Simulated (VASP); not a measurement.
ZrC: single point with PBE

ZrC:

```xyz
2
Lattice="0.0000 2.2767 2.5044 2.2767 0.0000 2.5044 2.2767 2.2767 0.0000" Properties=species:S:1:pos:R:3 pbc="T T T"
Zr    2.2767    2.2767    2.5044
C     0.0000    0.0000    0.0000
```

This cell differs from its parent crystal: ratio of the length along z to the lengths across it x 1.1, volume and fractional coordinates fixed.

| Quantity | Value |
| --- | --- |
| Program | VASP 6.6.1 |
| Task | single point |
| Functional | PBE |
| Potentials or basis | VASP PAW PBE potentials, release 64 (Zr_sv, C) |
| Cutoff | 520 eV |
| k mesh | 20 × 20 × 20 |
| Occupations | gaussian, width 0.15 eV |
| Spin | no spin polarisation |

```yaml
Pressure: 5.3 GPa
Band_gap_on_the_k_mesh: zero (bands 8 and 9 overlap by 1.58 eV)
```

Stress tensor (GPa, compression positive):
```
 15.81   0.00   0.00
  0.00  15.81   0.00
  0.00   0.00 -15.82
```

Levels at points of the mesh, in eV from the Fermi level:
| k point | band 6 | band 7 | band 8 | band 9 | band 10 | band 11 |
| --- | --- | --- | --- | --- | --- | --- |
| (0.00, 0.00, 0.00) | 0.46 | 0.60 | 1.04 | 1.04 | 1.42 | 1.42 |
| (0.50, 0.00, 0.00) | -5.34 | -3.14 | -2.97 | 4.25 | 4.78 | 5.47 |
| (0.50, 0.50, 0.00) | -2.72 | -1.70 | 0.35 | 0.35 | 4.43 | 5.55 |
| (0.50, 0.00, 0.50) | -1.81 | -1.73 | -0.31 | 0.09 | 4.21 | 5.02 |

Wall time 110 s on 1 thread of Intel(R) Xeon(R) 6975P-C (Granite Rapids), with other jobs on the host, peak memory 0.36 GiB.

Caveat: the stress differs along the axes, from -16 to 16 GPa.
